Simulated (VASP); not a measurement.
The system is ZrB2.

```
CELL_PARAMETERS angstrom
3.16700 0.00000 0.00000
-1.58350 2.74270 0.00000
0.00000 0.00000 3.53100
ATOMIC_POSITIONS crystal
Zr 0.00000 0.00000 0.00000
B 0.33333 0.66667 0.50000
B 0.66667 0.33333 0.50000
```

| Property | Result |
| --- | --- |
| Program | VASP 6.6.1 |
| Task | relaxation of cell and atoms |
| Functional | LDA |
| Potentials or basis | VASP PAW LDA potentials, release 64 (Zr_sv, B) |
| Cutoff | 600 eV |
| k mesh | 18 × 18 × 12 |
| Occupations | gaussian, width 0.1 eV |
| Spin | no spin polarisation |

At the start: pressure -7.8 GPa; volume 10.22 Å³/atom.

How do energy, volume and symmetry change on relaxing?

Over 8 steps the energy falls by 8.0 meV/atom and the volume is 9.90 Å³/atom (-3.1 %); space group P6/mmm (No. 191, to 0.1 Å) before and after.

Step by step:
| step | energy change (eV) | largest force (eV/Å) | pressure (GPa) | volume (Å³) |
| --- | --- | --- | --- | --- |
| 1 | 0.0000 | 0.0000 | -7.80 | 30.67 |
| 2 | 0.0183 | 0.0000 | 11.65 | 28.51 |
| 3 | -0.0239 | 0.0000 | -0.09 | 29.72 |
| 4 | -0.0239 | 0.0000 | 0.08 | 29.70 |
| 5 | -0.0240 | 0.0000 | 0.09 | 29.70 |
| 6 | -0.0240 | 0.0000 | 0.09 | 29.70 |
| 7 | -0.0240 | 0.0000 | -0.09 | 29.72 |
| 8 | -0.0240 | 0.0000 | 0.00 | 29.71 |

Final structure:
```yaml
crystal:
  lattice:
    - [3.13451, 0.00000, 0.00000]
    - [-1.56725, 2.71456, 0.00000]
    - [0.00000, 0.00000, 3.49175]
  atoms:
    - { symbol: Zr, position: [0.00000, 0.00000, 0.00000] }
    - { symbol: B, position: [0.33333, 0.66667, 0.50000] }
    - { symbol: B, position: [0.66667, 0.33333, 0.50000] }
```
